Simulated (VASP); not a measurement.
Here is a VASP 6.6.1 calculation.

INCAR

```
ALGO = Normal
EDIFF = 1E-7
ENCUT = 520
GGA = PS
ISIF = 2
ISMEAR = -1
LASPH = True
LCHARG = False
LREAL = False
LWAVE = False
NBANDS = 35
NELM = 100
PREC = Accurate
SIGMA = 0.05
```

The input KPOINTS:

```
k-points
0
Gamma
  9 9 9
```

Contents of POSCAR:

```
SnO2
1.0
   -2.0392956017      2.0392956017      5.2241686594
    2.0392956017     -2.0392956017      5.2241686594
    2.0392956017      2.0392956017     -5.2241686594
Sn O
2 4
Direct
    0.0000000000      0.0000000000      0.0000000000
    0.7500000000      0.2500000000      0.5000000000
    0.5465225900      0.0465225900      0.5000000000
    0.2034774100      0.2034774100      0.0000000000
    0.9534774100      0.4534774100      0.5000000000
    0.7965225900      0.7965225900      0.0000000000
```

Potentials or basis: VASP PAW PBE potentials, release 64 (Sn_d, O).

Run with:

```bash
$ cat potpaw_PBE.64/Sn_d/POTCAR potpaw_PBE.64/O/POTCAR > POTCAR
$ mpirun -np 1 vasp_std > vasp.out
```

(1) Estimate the band gap on the k mesh.

(2) What does it give for the largest force?

(3) Estimate the pressure.

## Answers

(1) 0.97 eV (least direct gap 1.31 eV).

(2) 0.375 eV/Å.

(3) -7.8 GPa.

Caveat: the cell stands under tension; the PAW data sets were made with another functional, which shifts forces and pressure a little; spin-orbit coupling is left out, which moves the levels of the heavy elements.
